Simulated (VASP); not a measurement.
# Si3IrRu (P4mm) in VASP: single point with PBE

Aim: the single point of Si3IrRu with PBE.

Everything below comes from runs of VASP 6.6.1. Logs are shortened: lines on timing, memory, paths and dates and some standing lists are left out, and cuts for length are marked.

## Step 1: The cell of the first run

Symmetry: P4mm, No. 99, tetragonal system. Conventional cell: a = 4.110 Å, b = 4.110 Å, c = 5.134 Å, α = 90.00°, β = 90.00°, γ = 90.00°. Si (site symmetry 2mm) has 2 Ru at 2.40 Å and 2 Ir at 2.42 Å and 6 Si at 2.58 to 2.91 Å within 3.2 Å. Within 3.0 Å of Si (site symmetry 4mm) lie 2 Ir at 2.29 to 2.84 Å and 4 Si at 2.58 Å. Ru (site symmetry 4mm) has 4 Si at 2.40 Å and 4 Ir at 2.91 Å within 3.2 Å. Within 3.0 Å of Ir (site symmetry 4mm) lie 6 Si at 2.29 to 2.84 Å and 4 Ru at 2.91 Å.

## Step 2: Single point, PBE

INCAR reads:

```
SYSTEM = Si3IrRu
ALGO = Normal
EDIFF = 1E-6
ENCUT = 500
GGA = PE
GGA_COMPAT = .False.
ISIF = 2
ISMEAR = 0
LASPH = .True.
LCHARG = .False.
LREAL = .False.
LWAVE = .False.
NBANDS = 26
NELM = 120
PREC = Accurate
SIGMA = 0.2
```

KPOINTS reads:

```
k-points
0
Gamma
  4 4 4
  0 0 0
```

POSCAR reads:

```
Si3IrRu
1.0
    4.1099611344      0.0000000000      0.0000000000
    0.0000000000      4.1099611344      0.0000000000
    0.0000000000      0.0000000000      5.1336126053
Si Ru Ir
3 1 1
Direct
    0.0000000000      0.5000000000      0.1293786537
    0.5000000000      0.0000000000      0.1293786537
    0.5000000000      0.5000000000      0.8246829773
    0.0000000000      0.0000000000      0.3708371565
    0.5000000000      0.5000000000      0.3782057287
```

Potentials or basis: VASP PAW PBE potentials, release 64 (Si, Ru_pv, Ir).

The run is started by

```bash
> cat potpaw_PBE.64/Si/POTCAR potpaw_PBE.64/Ru_pv/POTCAR potpaw_PBE.64/Ir/POTCAR > POTCAR
> mpirun -np 1 vasp_std > vasp.out
```

OUTCAR:

```text
SYSTEM = Si3IrRu
   EDIFF = 1E-6
   ENCUT = 500
   GGA = PE
   ISIF = 2
   ISMEAR = 0
   LASPH = .True.
   LREAL = .False.
   NELM = 120
   PREC = Accurate

 ion  position               nearest neighbor table
   1  0.000  0.500  0.129-   4 2.40   4 2.40   5 2.42   5 2.42   3 2.58   3 2.58   2 2.91   2 2.91
                             2 2.91   2 2.91
   2  0.500  0.000  0.129-   4 2.40   4 2.40   5 2.42   5 2.42   3 2.58   3 2.58   1 2.91   1 2.91
                             1 2.91   1 2.91
   3  0.500  0.500  0.825-   5 2.29   2 2.58   1 2.58   2 2.58   1 2.58   5 2.84
   4  0.000  0.000  0.371-   1 2.40   2 2.40   1 2.40   2 2.40   5 2.91   5 2.91   5 2.91   5 2.91

   5  0.500  0.500  0.378-   3 2.29   2 2.42   1 2.42   2 2.42   1 2.42   3 2.84   4 2.91   4 2.91
                             4 2.91   4 2.91

  LATTYP: Found a simple tetragonal cell.
 ALAT       =     4.1099611344
 C/A-ratio  =     1.2490659735

  Lattice vectors:

 A1 = (   4.1099611344,   0.0000000000,   0.0000000000)
 A2 = (   0.0000000000,   4.1099611344,   0.0000000000)
 A3 = (   0.0000000000,   0.0000000000,   5.1336126053)

Analysis of symmetry for initial positions (statically):
=====================================================================
 Subroutine PRICEL returns:
 Original cell was already a primitive cell.

 Routine SETGRP: Setting up the symmetry group for a
 simple tetragonal supercell.

 Subroutine GETGRP returns: Found  8 space group operations
 (whereof  8 operations were pure point group operations)
 out of a pool of 16 trial point group operations.

The static configuration has the point symmetry C_4v.

Analysis of symmetry for dynamics (positions and initial velocities):
=====================================================================
 Subroutine PRICEL returns:
 Original cell was already a primitive cell.

 Routine SETGRP: Setting up the symmetry group for a
 simple tetragonal supercell.

 Subroutine GETGRP returns: Found  8 space group operations
 (whereof  8 operations were pure point group operations)
 out of a pool of 16 trial point group operations.

The dynamic configuration has the point symmetry C_4v.

 Subroutine INISYM returns: Found  8 space group operations
 (whereof  8 operations are pure point group operations),
 and found     1 'primitive' translations

----------------------------------------------------------------------------------------

                                     Primitive cell

  volume of cell :      86.7159

  direct lattice vectors                    reciprocal lattice vectors
     4.109961134  0.000000000  0.000000000     0.243311303  0.000000000  0.000000000
     0.000000000  4.109961134  0.000000000     0.000000000  0.243311303  0.000000000
     0.000000000  0.000000000  5.133612605     0.000000000  0.000000000  0.194794597

  length of vectors
     4.109961134  4.109961134  5.133612605     0.243311303  0.243311303  0.194794597

  position of ions in fractional coordinates (direct lattice)
     0.000000000  0.500000000  0.129378654
     0.500000000  0.000000000  0.129378654
     0.500000000  0.500000000  0.824682977
     0.000000000  0.000000000  0.370837157
     0.500000000  0.500000000  0.378205729

  ion indices of the primitive-cell ions
   primitive index   ion index
                 1           1
                 2           2
                 3           3
                 4           4
                 5           5

----------------------------------------------------------------------------------------

 KPOINTS: k-points

Automatic generation of k-mesh.
 Grid dimensions read from file:
 generate k-points for:    4    4    4

 Generating k-lattice:

  Cartesian coordinates                     Fractional coordinates (reciprocal lattice)
     0.060827826  0.000000000  0.000000000     0.250000000  0.000000000  0.000000000
     0.000000000  0.060827826  0.000000000     0.000000000  0.250000000  0.000000000
     0.000000000  0.000000000  0.048698649     0.000000000  0.000000000  0.250000000

  Length of vectors
     0.060827826  0.060827826  0.048698649

  Shift w.r.t. Gamma in fractional coordinates (k-lattice)
     0.000000000  0.000000000  0.000000000

 Subroutine IBZKPT returns following result:
 ===========================================

 Found     18 irreducible k-points:

 Following reciprocal coordinates:
            Coordinates               Weight
  0.000000  0.000000  0.000000      1.000000
  0.250000  0.000000  0.000000      4.000000
  0.500000  0.000000  0.000000      2.000000
  0.250000  0.250000  0.000000      4.000000
  0.500000  0.250000  0.000000      4.000000
  0.500000  0.500000  0.000000      1.000000
[... 10 lines left out ...]
  0.500000  0.250000  0.500000      4.000000
  0.500000  0.500000  0.500000      1.000000
   k-points           NKPTS =     18   k-points in BZ     NKDIM =     18   number of bands    NBANDS=     26
   number of dos      NEDOS =    301   number of ions     NIONS =      5
   total plane-waves  NPLWV =  36000
   dimension x,y,z NGX =    30 NGY =   30 NGZ =   40
   dimension x,y,z NGXF=    60 NGYF=   60 NGZF=   80
   ions per type =               3   1   1
   NGX,Y,Z   is equivalent  to a cutoff of  12.13, 12.13, 12.95 a.u.
   NGXF,Y,Z  is equivalent  to a cutoff of  24.27, 24.27, 25.91 a.u.
 SYSTEM =  Si3IrRu
   PREC   = accura    normal or accurate (medium, high low for compatibility)
   ISTART =      0    job   : 0-new  1-cont  2-samecut
   ICHARG =      2    charge: 1-file 2-atom 10-const
   ISPIN  =      1    spin polarized calculation?
   LNONCOLLINEAR =      F non collinear calculations
   LSORBIT =      F    spin-orbit coupling
   LASPH  =      T    aspherical Exc in radial PAW
   ENCUT  =  500.0 eV  36.75 Ry    6.06 a.u.   7.49  7.49  9.36*2*pi/ulx,y,z
   NELM   =    120;   NELMIN=  2; NELMDL= -5     # of ELM steps
   EDIFF  = 0.1E-05   stopping-criterion for ELM
   LREAL  =      F    real-space projection
   EDIFFG = 0.1E-04   stopping-criterion for IOM
   NSW    =      0    number of steps for IOM
   IBRION =     -1    ionic relax: 0-MD 1-quasi-New 2-CG
   NFREE  =      0    steps in history (QN), initial steepest desc. (CG)
   ISIF   =      2    stress and relaxation
   ISYM   =      2    0-nonsym 1-usesym 2-fastsym
   POTIM  = 0.5000    time-step for ionic-motion
   TEBEG  =    0.0;   TEEND  =   0.0 temperature during run
   PSTRESS=    0.0 pullay stress
   NELECT =      35.0000    total number of electrons
   NUPDOWN=      -1.0000    fix difference up-down
   EMIN   =  10.00;   EMAX   =-10.00  energy-range for DOS
   EFERMI =   0.00;   METHOD = LEGACY
   ISMEAR =     0;   SIGMA  =   0.20  broadening in eV -4-tet -1-fermi 0-gaus
   EFERMI_NEDOS =   21; number of points for ismear=-14 and -15
   IALGO  =     38    algorithm
   IMIX   =      4    mixing-type and parameters
     AMIX     =   0.40;   BMIX     =  1.00
     AMIX_MAG =   1.60;   BMIX_MAG =  1.00
  volume/ion in A,a.u.               =      17.34       117.04
  Fermi-wavevector in a.u.,A,eV,Ry     =   1.209849  2.286284 19.915334  1.463736
  Thomas-Fermi vector in A             =   2.345414
   LORBIT       =      0    0 simple, 1 ext, 2 COOP (PROOUT), +10 PAW based schemes
   GGA     = PE    functional components
   LHFCALC =     F    Hartree Fock is set to
   AEXX    =    0.0000 exact exchange contribution
   IVDW    =     0    specifies the selected vdW correction
   LEPSILON=     F    determine dielectric tensor
   LRPA    =     F    only Hartree local field effects (RPA)
 non-spin polarized calculation
 Gauss-broadening in eV      SIGMA  =   0.20
  energy-cutoff  :      500.00
  volume of cell :       86.72
 maximum number of plane-waves:      2226
 NGX is ok and might be reduce to    30
   NGX = 15   NGY = 15   NGZ = 19

 number of electron      35.0000000 magnetization

 Free energy of the ion-electron system (eV)
  ---------------------------------------------------
  ext. energy  EPLUGINS =         0.00000000
  ---------------------------------------------------
  free energy    TOTEN  =       -33.98229637 eV

  energy without entropy =      -33.94821477  energy(sigma->0) =      -33.96525557

 E-fermi :   7.3897     XC(G=0): -10.9343

 val. band max:        7.3314459430   @ k =   0.0000   0.0000   0.5000
 cond. band min:       7.4388593161   @ k =   0.2500   0.2500   0.0000
 fundamental gap:      0.1074133731
 Fermi energy:         7.3897428713

 k-point     1 :       0.0000    0.0000    0.0000
  band No.  band energies     occupation
      1     -34.6505      2.00000
      2     -34.6505      2.00000
      3     -34.4417      2.00000
      4      -4.6888      2.00000
      5       0.1795      2.00000
      6       0.2700      2.00000
[... 18 lines left out ...]
     25      13.3793      0.00000
     26      13.3793      0.00000

 k-point     2 :       0.2500    0.0000    0.0000
  band No.  band energies     occupation
      1     -34.6541      2.00000
      2     -34.6510      2.00000
      3     -34.4415      2.00000
      4      -4.2167      2.00000
      5      -0.5237      2.00000
      6       0.5581      2.00000
[... 18 lines left out ...]
     25      13.4647      0.00000
     26      13.8777      0.00000

 k-point     3 :       0.5000    0.0000    0.0000
  band No.  band energies     occupation
      1     -34.6577      2.00000
      2     -34.6514      2.00000
      3     -34.4412      2.00000
      4      -3.3922      2.00000
      5      -1.7519      2.00000
      6       0.9629      2.00000
[... 398 lines left out ...]
 k-point    17 :       0.5000    0.2500    0.5000
  band No.  band energies     occupation
      1     -34.6568      2.00000
      2     -34.6536      2.00000
      3     -34.4409      2.00000
      4      -2.4331      2.00000
      5      -1.4379      2.00000
      6       0.4700      2.00000
[... 18 lines left out ...]
     25      13.4225      0.00000
     26      13.8050      0.00000

 k-point    18 :       0.5000    0.5000    0.5000
  band No.  band energies     occupation
      1     -34.6558      2.00000
      2     -34.6558      2.00000
      3     -34.4406      2.00000
      4      -1.1455      2.00000
      5      -1.1167      2.00000
      6      -1.1167      2.00000
[... 18 lines left out ...]
     25      14.2235      0.00000
     26      15.9986      0.00000

------------------------ aborting loop because EDIFF is reached ----------------------------------------

  FORCE on cell =-STRESS in cart. coord.  units (eV):
  Direction    XX          YY          ZZ          XY          YZ          ZX
  --------------------------------------------------------------------------------------
  -------------------------------------------------------------------------------------
  Total        0.1421174      0.1421174      0.2143606      0.0000000     -0.0000000      0.0000000
  in kB        2.6257853      2.6257853      3.9605633      0.0000000     -0.0000000      0.0000000
  external PRESSURE =       3.0707113 kB  Pullay stress =       0.0000000 kB

 VOLUME and BASIS-vectors are now :
 -----------------------------------------------------------------------------
  energy-cutoff  :      500.00
  volume of cell :       86.72
      direct lattice vectors                 reciprocal lattice vectors
     4.109961134  0.000000000  0.000000000     0.243311303  0.000000000  0.000000000
     0.000000000  4.109961134  0.000000000     0.000000000  0.243311303  0.000000000
     0.000000000  0.000000000  5.133612605     0.000000000  0.000000000  0.194794597

 POSITION                                       TOTAL-FORCE (eV/Angst)
 -----------------------------------------------------------------------------------
      0.00000      2.05498      0.66418        -0.000000     -0.000000     -0.055378
      2.05498      0.00000      0.66418        -0.000000     -0.000000     -0.055378
      2.05498      2.05498      4.23360        -0.000000      0.000000     -0.006187
      0.00000      0.00000      1.90373         0.000000     -0.000000      0.023834
      2.05498      2.05498      1.94156        -0.000000     -0.000000      0.093109
 -----------------------------------------------------------------------------------
    total drift:                                0.000000      0.000000      0.000308

  FREE ENERGIE OF THE ION-ELECTRON SYSTEM (eV)
  ---------------------------------------------------
  free  energy   TOTEN  =       -33.9822963661 eV

  energy  without entropy=      -33.9482147743  energy(sigma->0) =      -33.96525557
```

Wall time 38 s (1 thread of Intel Xeon 6975P-C (Granite Rapids), shared host); peak memory 0.2 GiB.

Results:

```yaml
Free_energy: -33.9823 eV
Pressure: 0.3 GPa
Largest_force: 0.093 eV/Å
```

Forces on the atoms (eV/Å):
```
Si   0.000  0.000 -0.055
Si   0.000  0.000 -0.055
Si   0.000  0.000 -0.006
Ru   0.000  0.000  0.024
Ir   0.000  0.000  0.093
```

Stress tensor (GPa, compression positive):
```
0.26 0.00 0.00
0.00 0.26 0.00
0.00 0.00 0.40
```

Caveat: the k points lie up to 0.38 Å⁻¹ apart; spin-orbit coupling is left out, which moves the levels of the heavy elements.
